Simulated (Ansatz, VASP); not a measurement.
# Two plane-wave programs on Lu2SiNF2

```
CELL_PARAMETERS angstrom
3.25638 0.00000 0.00000
0.00000 3.25638 0.00000
0.00000 0.00000 7.71118
ATOMIC_POSITIONS crystal
Lu 0.50000 0.00000 0.27312
Lu 0.00000 0.50000 0.72688
Si 0.00000 0.00000 0.00000
N 0.50000 0.50000 0.00000
F 0.50000 0.00000 0.58986
F 0.00000 0.50000 0.41014
```

Change from the starting cell: species swapped into the Nd2FeSi2Ru type (P-4m2, No. 115).

Alike in both runs: functional PBE; k mesh 4 × 4 × 4; occupations gaussian, width 0.1 eV; no spin polarisation.

Ansatz relaxed the structure, and its values are those at the end. VASP's run is a single point on that final structure, the one shown.

|  | VASP | Ansatz |
| --- | --- | --- |
| version | VASP 6.6.1 | Ansatz 0.2.0 |
| potentials or method | VASP PAW PBE potentials, release 64 (Lu, Si, N, F), cutoff 520 eV | scalar-relativistic, plane waves, PAW |
| valence electrons in the cell | 73 | 73 |

```csv
,VASP,Ansatz,Ansatz less VASP
gap on the k mesh at the Fermi level (eV),none,none,-
pressure (GPa),0.2,0.0,-0.24
```

A gap of «none» marks a metal or a gap that the smearing closes.

The k mesh is coarse, so the values compare programs but aren't converged. Neither program's run includes spin-orbit coupling.
